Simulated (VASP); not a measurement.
# GaN in VASP: single point with PBEsol

Aim: the single point of GaN with PBEsol.

Everything below comes from runs of VASP 6.6.1. Logs are shortened: lines on timing, memory, paths and dates and some standing lists are left out, and cuts for length are marked.

## 1. The cell of the first run

The cell holds a wire or tube with vacuum around it, 8 atoms: a = 18.200 Å, b = 9.300 Å, c = 3.183 Å, α = 90.00°, β = 90.00°, γ = 90.00°.

## 2. Single point, PBEsol, collinear spin

Input file INCAR:

```
PREC     = Accurate       # precision mode
ENCUT    = 520            # plane-wave cutoff, eV
EDIFF    = 1E-7           # SCF threshold, eV
ISMEAR   = 0              # smearing method
SIGMA    = 0.05           # smearing width, eV
LREAL    = F              # projectors in reciprocal space
LASPH    = T              # aspherical terms in the spheres
NELM     = 150            # most SCF steps
ALGO     = Normal         # electronic algorithm
ISIF     = 2              # what is computed and relaxed
LWAVE    = F              # write WAVECAR
LCHARG   = F              # write CHGCAR
ISPIN    = 2              # spin polarisation
MAGMOM   = 1 0 0 1 1 0 0 1 # initial moments
LORBIT   = 11             # projections on sites
GGA      = PS             # functional
NBANDS   = 50             # bands
```

Input file KPOINTS:

```
Automatic mesh
0
Gamma
  1 1 17
```

Input file POSCAR:

```
GaN
1.0
   18.2000000000      0.0000000000      0.0000000000
    0.0000000000      9.3000000000      0.0000000000
    0.0000000000      0.0000000000      3.1825416524
Ga N
4 4
Direct
    0.2980833759      0.5000000000      0.5000000000
    0.4495208440      0.5000000000      0.0000000000
    0.6009583121      0.5000000000      0.5000000000
    0.7523957802      0.5000000000      0.0000000000
    0.2476042198      0.5000000000      0.0000000000
    0.3990416879      0.5000000000      0.5000000000
    0.5504791560      0.5000000000      1.0000000000
    0.7019166241      0.5000000000      0.5000000000
```

Potentials or basis: VASP PAW PBE potentials, release 64 (Ga_d, N).

The run is started by

```sh
cat potpaw_PBE.64/Ga_d/POTCAR potpaw_PBE.64/N/POTCAR > POTCAR
mpirun -np 1 vasp_std > vasp.out
```

OUTCAR:

```text
PREC = Accurate
   ENCUT = 520
   EDIFF = 1E-7
   ISMEAR = 0
   LREAL = F
   LASPH = T
   NELM = 150
   ISIF = 2
   ISPIN = 2
   LORBIT = 11
   GGA = PS

 ion  position               nearest neighbor table
   1  0.298  0.500  0.500-   6 1.84   5 1.84   5 1.84
   2  0.450  0.500  0.000-   7 1.84   6 1.84   6 1.84
   3  0.601  0.500  0.500-   8 1.84   7 1.84   7 1.84
   4  0.752  0.500  0.000-   8 1.84   8 1.84
   5  0.248  0.500  0.000-   1 1.84   1 1.84
   6  0.399  0.500  0.500-   1 1.84   2 1.84   2 1.84
   7  0.550  0.500  0.000-   2 1.84   3 1.84   3 1.84
   8  0.702  0.500  0.500-   3 1.84   4 1.84   4 1.84

  LATTYP: Found a simple orthorhombic cell.
 ALAT       =     3.1825416524
 B/A-ratio  =     2.9221927050
 C/A-ratio  =     5.7186997023

  Lattice vectors:

 A1 = (   0.0000000000,   0.0000000000,  -3.1825416524)
 A2 = (   0.0000000000,   9.3000000000,   0.0000000000)
 A3 = (  18.2000000000,   0.0000000000,   0.0000000000)

Analysis of symmetry for initial positions (statically):
=====================================================================
 Subroutine PRICEL returns:
 Original cell was already a primitive cell.

 Routine SETGRP: Setting up the symmetry group for a
 simple orthorhombic supercell.

 Subroutine GETGRP returns: Found  4 space group operations
 (whereof  4 operations were pure point group operations)
 out of a pool of  8 trial point group operations.

The static configuration has the point symmetry C_2v.

Analysis of symmetry for dynamics (positions and initial velocities):
=====================================================================
 Subroutine PRICEL returns:
 Original cell was already a primitive cell.

 Routine SETGRP: Setting up the symmetry group for a
 simple orthorhombic supercell.

 Subroutine GETGRP returns: Found  4 space group operations
 (whereof  4 operations were pure point group operations)
 out of a pool of  8 trial point group operations.

The dynamic configuration has the point symmetry C_2v.

Analysis of structural, dynamic, and magnetic symmetry:
=====================================================================
 Subroutine PRICEL returns:
 Original cell was already a primitive cell.

 Routine SETGRP: Setting up the symmetry group for a
 simple orthorhombic supercell.

 Subroutine GETGRP returns: Found  4 space group operations
 (whereof  4 operations were pure point group operations)
 out of a pool of  8 trial point group operations.

The overall configuration has the point symmetry C_2v.

 Subroutine INISYM returns: Found  4 space group operations
 (whereof  4 operations are pure point group operations),
 and found     1 'primitive' translations

----------------------------------------------------------------------------------------

                                     Primitive cell

  volume of cell :     538.6770

  direct lattice vectors                    reciprocal lattice vectors
    18.200000000  0.000000000  0.000000000     0.054945055  0.000000000  0.000000000
     0.000000000  9.300000000  0.000000000     0.000000000  0.107526882  0.000000000
     0.000000000  0.000000000  3.182541652     0.000000000  0.000000000  0.314214269

  length of vectors
    18.200000000  9.300000000  3.182541652     0.054945055  0.107526882  0.314214269

  position of ions in fractional coordinates (direct lattice)
     0.298083376  0.500000000  0.500000000
     0.449520844  0.500000000  0.000000000
     0.600958312  0.500000000  0.500000000
     0.752395780  0.500000000  0.000000000
     0.247604220  0.500000000  0.000000000
     0.399041688  0.500000000  0.500000000
     0.550479156  0.500000000  0.000000000
     0.701916624  0.500000000  0.500000000

  ion indices of the primitive-cell ions
   primitive index   ion index
                 1           1
                 2           2
                 3           3
                 4           4
                 5           5
                 6           6
[... 40 lines left out ...]
   k-points           NKPTS =      9   k-points in BZ     NKDIM =      9   number of bands    NBANDS=     50
   number of dos      NEDOS =    301   number of ions     NIONS =      8
   total plane-waves  NPLWV = 235200
   dimension x,y,z NGX =   140 NGY =   70 NGZ =   24
   dimension x,y,z NGXF=   280 NGYF=  140 NGZF=   48
   ions per type =               4   4
   NGX,Y,Z   is equivalent  to a cutoff of  12.79, 12.51, 12.54 a.u.
   NGXF,Y,Z  is equivalent  to a cutoff of  25.58, 25.03, 25.07 a.u.
 SYSTEM =  unknown system
   PREC   = accura    normal or accurate (medium, high low for compatibility)
   ISTART =      0    job   : 0-new  1-cont  2-samecut
   ICHARG =      2    charge: 1-file 2-atom 10-const
   ISPIN  =      2    spin polarized calculation?
   LNONCOLLINEAR =      F non collinear calculations
   LSORBIT =      F    spin-orbit coupling
   LASPH  =      T    aspherical Exc in radial PAW
   ENCUT  =  520.0 eV  38.22 Ry    6.18 a.u.  33.84 17.29  5.92*2*pi/ulx,y,z
   NELM   =    150;   NELMIN=  2; NELMDL= -5     # of ELM steps
   EDIFF  = 0.1E-06   stopping-criterion for ELM
   LREAL  =      F    real-space projection
   EDIFFG = 0.1E-05   stopping-criterion for IOM
   NSW    =      0    number of steps for IOM
   IBRION =     -1    ionic relax: 0-MD 1-quasi-New 2-CG
   NFREE  =      0    steps in history (QN), initial steepest desc. (CG)
   ISIF   =      2    stress and relaxation
   ISYM   =      2    0-nonsym 1-usesym 2-fastsym
   POTIM  = 0.5000    time-step for ionic-motion
   TEBEG  =    0.0;   TEEND  =   0.0 temperature during run
   PSTRESS=    0.0 pullay stress
   NELECT =      72.0000    total number of electrons
   NUPDOWN=      -1.0000    fix difference up-down
   EMIN   =  10.00;   EMAX   =-10.00  energy-range for DOS
   EFERMI =   0.00;   METHOD = LEGACY
   ISMEAR =     0;   SIGMA  =   0.05  broadening in eV -4-tet -1-fermi 0-gaus
   EFERMI_NEDOS =   21; number of points for ismear=-14 and -15
   IALGO  =     38    algorithm
   IMIX   =      4    mixing-type and parameters
     AMIX     =   0.40;   BMIX     =  1.00
     AMIX_MAG =   1.60;   BMIX_MAG =  1.00
  volume/ion in A,a.u.               =      67.33       454.40
  Fermi-wavevector in a.u.,A,eV,Ry     =   0.837034  1.581764  9.532583  0.700625
  Thomas-Fermi vector in A             =   1.950856
   LORBIT       =     11    0 simple, 1 ext, 2 COOP (PROOUT), +10 PAW based schemes
   GGA     = PS    functional components
   LHFCALC =     F    Hartree Fock is set to
   AEXX    =    0.0000 exact exchange contribution
   IVDW    =     0    specifies the selected vdW correction
   LEPSILON=     F    determine dielectric tensor
   LRPA    =     F    only Hartree local field effects (RPA)
 spin polarized calculation
 Gauss-broadening in eV      SIGMA  =   0.05
  energy-cutoff  :      520.00
  volume of cell :      538.68
 maximum number of plane-waves:     14546
 NGX is ok and might be reduce to   140
   NGX = 67   NGY = 35   NGZ = 11

 number of electron      71.9999975 magnetization       1.6749808

 Free energy of the ion-electron system (eV)
  ---------------------------------------------------
  ext. energy  EPLUGINS =         0.00000000
  ---------------------------------------------------
  free energy    TOTEN  =       -44.65959706 eV

  energy without entropy =      -44.65276945  energy(sigma->0) =      -44.65618326

 E-fermi :  -3.2123     XC(G=0):  -3.2497

 val. band max:       -3.2127641092   @ k =   0.0000   0.0000   0.4118
 cond. band min:      -3.1870665786   @ k =   0.0000   0.0000   0.2353
 fundamental gap:      0.0256975306
 Fermi energy:        -3.2123422247

 spin component 1

 k-point     1 :       0.0000    0.0000    0.0000
  band No.  band energies     occupation
      1     -19.7846      1.00000
      2     -19.3143      1.00000
      3     -18.9025      1.00000
      4     -18.1266      1.00000
      5     -17.9730      1.00000
      6     -17.8993      1.00000
[... 448 lines left out ...]
     47       4.1142      0.00000
     48       4.3500      0.00000
 Fermi energy:        -3.2123422247

 spin component 2

 k-point     1 :       0.0000    0.0000    0.0000
  band No.  band energies     occupation
      1     -19.6272      1.00000
      2     -19.2408      1.00000
      3     -18.8230      1.00000
      4     -17.8999      1.00000
      5     -17.8340      1.00000
      6     -17.8039      1.00000
[... 448 lines left out ...]
     47       4.2190      0.00000
     48       4.4380      0.00000
 [bands above 48 left out]

------------------------ aborting loop because EDIFF is reached ----------------------------------------

  FORCE on cell =-STRESS in cart. coord.  units (eV):
  Direction    XX          YY          ZZ          XY          YZ          ZX
  --------------------------------------------------------------------------------------
  -------------------------------------------------------------------------------------
  Total        1.1143173     -0.0102861      0.4673352      0.0000000      0.0000000      0.0000000
  in kB        3.3142939     -0.0305938      1.3899868      0.0000000      0.0000000      0.0000000
  external PRESSURE =       1.5578956 kB  Pullay stress =       0.0000000 kB

 VOLUME and BASIS-vectors are now :
 -----------------------------------------------------------------------------
  energy-cutoff  :      520.00
  volume of cell :      538.68
      direct lattice vectors                 reciprocal lattice vectors
    18.200000000  0.000000000  0.000000000     0.054945055  0.000000000  0.000000000
     0.000000000  9.300000000  0.000000000     0.000000000  0.107526882  0.000000000
     0.000000000  0.000000000  3.182541652     0.000000000  0.000000000  0.314214269

 POSITION                                       TOTAL-FORCE (eV/Angst)
 -----------------------------------------------------------------------------------
      5.42512      4.65000      1.59127        -1.245725      0.000000      0.000000
      8.18128      4.65000      0.00000        -0.468584      0.000000      0.000000
     10.93744      4.65000      1.59127        -0.669124      0.000000      0.000000
     13.69360      4.65000      0.00000         0.230304      0.000000      0.000000
      4.50640      4.65000      0.00000         0.760169      0.000000      0.000000
      7.26256      4.65000      1.59127         0.736123      0.000000      0.000000
     10.01872      4.65000      0.00000         0.412343      0.000000      0.000000
     12.77488      4.65000      1.59127         0.244494      0.000000      0.000000
 -----------------------------------------------------------------------------------
    total drift:                               -0.000260      0.000000      0.000000

  FREE ENERGIE OF THE ION-ELECTRON SYSTEM (eV)
  ---------------------------------------------------
  free  energy   TOTEN  =       -44.6595970634 eV

  energy  without entropy=      -44.6527694505  energy(sigma->0) =      -44.65618326

 total charge

# of ion       s       p       d       tot
------------------------------------------
    1        0.858   0.949  10.151  11.957
    2        0.848   0.930  10.168  11.947
    3        0.852   0.926  10.169  11.946
    4        0.926   0.732  10.081  11.739
    5        1.273   2.298   0.000   3.571
    6        1.223   2.501   0.000   3.723
    7        1.218   2.510   0.000   3.729
    8        1.243   2.482   0.000   3.725
--------------------------------------------------
tot          8.441  13.328  40.569  62.338

 magnetization (x)

# of ion       s       p       d       tot
------------------------------------------
    1       -0.009  -0.015   0.044   0.020
    2       -0.003   0.006   0.007   0.009
    3        0.006   0.021   0.009   0.036
    4        0.095   0.130   0.016   0.240
    5        0.018   0.506   0.000   0.524
    6        0.003   0.069   0.000   0.072
    7        0.001   0.033   0.000   0.034
    8        0.022   0.124   0.000   0.146
--------------------------------------------------
tot          0.133   0.874   0.075   1.082
```

It took 13 min on 1 thread of Intel Xeon Platinum 8488C (Sapphire Rapids), shared host; peak memory 0.9 GiB.

Results:

- Free energy: -44.6596 eV
- Largest force: 1.246 eV/Å
- Net moment: 1.67 μB per cell
- Site moments: Ga +0.02, +0.01, +0.04, +0.24; N +0.52, +0.07, +0.03, +0.15 μB
- Valence electrons inside the program's atomic spheres: Ga 11.96, 11.95, 11.74 (each value once); N 3.57, 3.72, 3.73 (each value once)

Forces in eV/Å, atoms in the order of the input:
```
Ga  -1.246  0.000  0.000
Ga  -0.469  0.000  0.000
Ga  -0.669  0.000  0.000
Ga   0.230  0.000  0.000
N    0.760  0.000  0.000
N    0.736  0.000  0.000
N    0.412  0.000  0.000
N    0.244  0.000  0.000
```

Levels at points of the mesh, in eV from the Fermi level:
Spin up:
```tsv
k point	band 35	band 36	band 37	band 38	band 39	band 40
(0.00, 0.00, 0.00)	-0.95	-0.93	-0.31	2.28	3.01	3.32
```
Spin down:
```
           k point  band 31  band 32  band 33  band 34  band 35  band 36  band 37  band 38  band 39  band 40
(0.00, 0.00, 0.00)    -2.32    -1.94    -1.65    -0.54    -0.53    -0.19     0.44     2.48     3.47     3.51
```

Caveat: a moment this small can come from the mesh or the smearing; the PAW data sets were made with another functional, which shifts forces and pressure a little.
